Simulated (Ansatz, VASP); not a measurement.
## BaSr3 in VASP and in Ansatz

```
CELL_PARAMETERS angstrom
0.00000 4.87503 4.87503
4.87503 0.00000 4.87503
4.87503 4.87503 0.00000
ATOMIC_POSITIONS crystal
Ba 0.00000 0.00000 0.00000
Sr 0.25000 0.25000 0.25000
Sr 0.75000 0.75000 0.75000
Sr 0.50000 0.50000 0.50000
```

Alike in both runs: task single point; functional LDA; k mesh 4 × 4 × 4; no spin polarisation.

|  | VASP | Ansatz |
| --- | --- | --- |
| version | VASP 6.6.1 | Ansatz 0.2.0 |
| potentials or method | VASP PAW LDA potentials, release 64 (Ba_sv, Sr_sv), cutoff 520 eV | all-electron (LAPW or listed datasets) |
| occupations | fermi-dirac, width 0.1 eV | fermi-dirac |

|  | VASP | Ansatz | Ansatz less VASP |
| --- | --- | --- | --- |
| gap on the k mesh at the Fermi level (eV) | none | none | - |
| pressure (GPa) | -1.6 | -1.6 | 0.00 |

LDA's correlation is that of Perdew and Zunger in VASP and of Perdew and Wang (1992) in Ansatz. A gap of «none» marks a metal or a gap that the smearing closes. Ansatz ran all-electron here, and VASP with PAW potentials.

Neither program's run includes spin-orbit coupling.
